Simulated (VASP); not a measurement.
Here is a VASP 6.6.1 calculation.

INCAR

```
SYSTEM = Mg
  ALGO = Fast
  EDIFF = 1E-6
  ENCUT = 520
  GGA = PE
  ISIF = 2
  ISMEAR = 0
  LASPH = .TRUE.
  LCHARG = .TRUE.
  LELF = .TRUE.
  LREAL = .FALSE.
  LVHAR = .TRUE.
  LWAVE = .FALSE.
  NBANDS = 7
  NELM = 60
  PREC = Accurate
  SIGMA = 0.1
```

KPOINTS

```
k-points
0
G
  22 22 22
  0 0 0
```

POSCAR

```
Mg
1.0
    0.0000000000      2.2792378827      2.2783172784
    2.2274804443      0.0000000000      2.2783172784
    2.2274804443      2.2792378827      0.0000000000
Mg
1
Direct
    0.0000000000      0.0000000000      0.0000000000
```

Potentials or basis: VASP PAW PBE potentials, release 64 (Mg).

Run with:

```sh
$ cat potpaw_PBE.64/Mg/POTCAR > POTCAR
$ mpirun -np 1 vasp_std > vasp.out
```

Problem. What does it give for the band gap on the k mesh?

Solution. Zero (bands 1 and 2 overlap by 2.61 eV).

Problem. Predict the pressure.

Solution. -0.1 GPa.
